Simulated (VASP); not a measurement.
Here is a VASP 6.6.1 calculation.

File INCAR:

```
SYSTEM = Ga
PREC = Accurate
ENCUT = 520
EDIFF = 1E-7
ISMEAR = -1
SIGMA = 0.1
LREAL = .False.
LASPH = .True.
NELM = 80
ALGO = Normal
ISIF = 2
LWAVE = .False.
LCHARG = .True.
GGA = PS
LELF = .True.
LVHAR = .True.
NBANDS = 34
```

KPOINTS

```
Automatic mesh
0
Gamma
  11 11 9
  0 0 0
```

File POSCAR:

```
Ga
1.0
    2.1521710932     -3.6361663082      0.0000000000
    2.1521710932      3.6361663082      0.0000000000
    0.0000000000      0.0000000000      4.2881972881
Ga
4
Direct
    0.8444098679      0.1555901321      0.0845715463
    0.6555901321      0.3444098679      0.5845715463
    0.1555901321      0.8444098679      0.9154284537
    0.3444098679      0.6555901321      0.4154284537
```

Potentials or basis: VASP PAW PBE potentials, release 64 (Ga_d).

Run with:

```sh
$ cat potpaw_PBE.64/Ga_d/POTCAR > POTCAR
$ mpirun -np 1 vasp_std > vasp.out
```

Problem. Estimate the largest force.

Solution. 0.044 eV/Å.

Problem. Estimate the pressure.

Solution. 10.9 GPa.

Stress tensor (GPa, compression positive):
```
10.16  0.00  0.00
 0.00 11.56  0.00
 0.00  0.00 11.01
```

Caveat: the cell stands under pressure; the PAW data sets were made with another functional, which shifts forces and pressure a little.
